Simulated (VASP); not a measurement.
MoSeS (n.B), 3 atoms in the cell. The cell holds a sheet with vacuum, 3 atoms: a = 3.203 Å, b = 3.203 Å, c = 30.200 Å, α = 90.00°, β = 90.00°, γ = 120.00°. 

- Program: VASP 6.6.1
- Task: single point
- Functional: PBEsol
- Potentials or basis: VASP PAW PBE potentials, release 64 (S, Mo_sv, Se)
- Cutoff: 400 eV
- k mesh: 12 × 12 × 1
- Occupations: gaussian, width 0.03 eV
- Spin: no spin polarisation
- Dipole correction: yes
- Further INCAR settings: ALGO = Normal; EDIFF = 1e-06; NBANDS = 20; NELMDL = -8

Potentials or basis: VASP PAW PBE potentials, release 64 (S, Mo_sv, Se).

The run is started by

```console
$ cat potpaw_PBE.64/S/POTCAR potpaw_PBE.64/Mo_sv/POTCAR potpaw_PBE.64/Se/POTCAR > POTCAR
$ mpirun -np 1 vasp_std > vasp.out
```

Hardware: 1 thread of Intel(R) Xeon(R) Platinum 8259CL CPU @ 2.50GHz (Skylake/Cascade Lake), on a shared host.

**Question.** How long does it take, and how much memory?

**Answer.** Wall time 110 s on 1 thread of Intel(R) Xeon(R) Platinum 8259CL CPU @ 2.50GHz (Skylake/Cascade Lake), with other jobs on the host, peak memory 0.33 GiB. Counts: scf iterations 27, k points 19.
